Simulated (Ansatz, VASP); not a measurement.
**One calculation of Os, two programs**

```
CELL_PARAMETERS angstrom
2.73410 0.00000 0.00000
-1.36705 2.36780 0.00000
0.00000 0.00000 4.31970
ATOMIC_POSITIONS crystal
Os 0.08857 0.48749 0.25000
Os 0.66667 0.33333 0.75000
```

Alike in both runs: task single point; functional PBE; k mesh 18 × 18 × 12; occupations gaussian, width 0.15 eV; no spin polarisation.

|  | VASP | Ansatz |
| --- | --- | --- |
| version | VASP 6.6.1 | Ansatz 0.2.0 |
| potentials or method | VASP PAW PBE potentials, release 64 (Os), cutoff 520 eV | scalar-relativistic, plane waves, PAW |
| valence electrons in the cell | 16 | 32 |

VASP gave:

| Item | Value |
| --- | --- |
| gap on the k mesh at the Fermi level (eV) | none |
| rms of the force components (eV/Å) | 2.114 |

What did Ansatz give for the same quantities?

gap on the k mesh at the Fermi level (eV): none; rms of the force components (eV/Å): 2.153.

Atom by atom the forces differ by 0.041 eV/Å (rms over components). A gap of «none» marks a metal or a gap that the smearing closes. The functional is the same, so the differences come from potentials, cutoffs and numerics. VASP's potentials hold 16 valence electrons a cell and Ansatz's 32, so a difference there can come from the potentials and not from the codes.

Spin-orbit coupling is off throughout.
